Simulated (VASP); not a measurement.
## InW3: single point with PBE

The system is InW3.

```xyz
4
Lattice="4.0808 0.0000 0.0000 0.0000 4.0808 0.0000 0.0000 0.0000 4.0808" Properties=species:S:1:pos:R:3 pbc="T T T"
In    0.0000    0.0000    0.0000
W     0.0000    2.0404    2.0404
W     2.0404    0.0000    2.0404
W     2.0404    2.0404    0.0000
```

```yaml
Program: VASP 6.6.1
Task: single point
Functional: PBE
Potentials_or_basis: VASP PAW PBE potentials, release 64 (In_d, W_sv)
Cutoff: 520 eV
k_mesh: 4 × 4 × 4
Occupations: gaussian, width 0.1 eV
Spin: no spin polarisation
```

The pressure is 0.4 GPa.

Levels at points of the mesh, in eV from the Fermi level:
```csv
k point,band 24,band 25,band 26,band 27,band 28,band 29,band 30,band 31
"(0.00, 0.00, 0.00)",-3.64,0.22,0.22,0.22,0.81,0.81,0.81,2.83
"(0.50, 0.00, 0.00)",-1.92,-1.12,-1.12,-0.93,-0.18,0.09,0.64,0.74
"(0.50, 0.50, 0.00)",-2.55,-2.51,-0.93,-0.93,0.12,0.23,0.27,0.27
"(0.50, 0.50, 0.50)",-2.10,-1.32,-1.32,-1.32,0.13,0.56,0.56,0.56
```

Wall time 28 s on 1 thread of Intel(R) Xeon(R) Platinum 8375C CPU @ 2.90GHz (Ice Lake) (shared host), peak memory 0.17 GiB.

Caveat: the k points lie up to 0.38 Å⁻¹ apart; spin-orbit coupling is left out, which moves the levels of the heavy elements.
